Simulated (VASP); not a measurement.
KSrBr3:

```xyz
5
Lattice="5.9380 0.0000 0.0000 0.0000 5.9380 0.0000 0.0000 0.0000 5.9380" Properties=species:S:1:pos:R:3 pbc="T T T"
K     0.0000    0.0000    0.0000
Sr    2.9690    2.9690    2.9690
Br    2.9690    2.9690    0.0000
Br    2.9690    0.0000    2.9690
Br    0.0000    2.9690    2.9690
```

Base run:

- Program: VASP 6.6.1
- Functional: r2SCAN
- Potentials or basis: VASP PAW PBE potentials, release 64 (K_sv, Sr_sv, Br)
- Cutoff: 520 eV
- k mesh: 4 × 4 × 4
- Occupations: gaussian, width 0.01 eV
- Spin: no spin polarisation

Its results: band gap on the k mesh 4.44 eV, indirect (least direct gap 4.69 eV); pressure 0.0 GPa.

Q: The run is repeated on the same cell with these changes: functional from r2SCAN to PBE; further incar settings from ALGO = Normal; EDIFF = 1e-06; NBANDS = 28 to ALGO = Normal; EDIFF = 1e-07; NBANDS = 28. What comes out?

A: Band gap on the k mesh 3.75 eV, indirect (least direct gap 3.99 eV); pressure 0.5 GPa.

Caveats: the PAW data sets were made with another functional, which shifts forces and pressure a little (some runs).

A k mesh can miss the band edges.
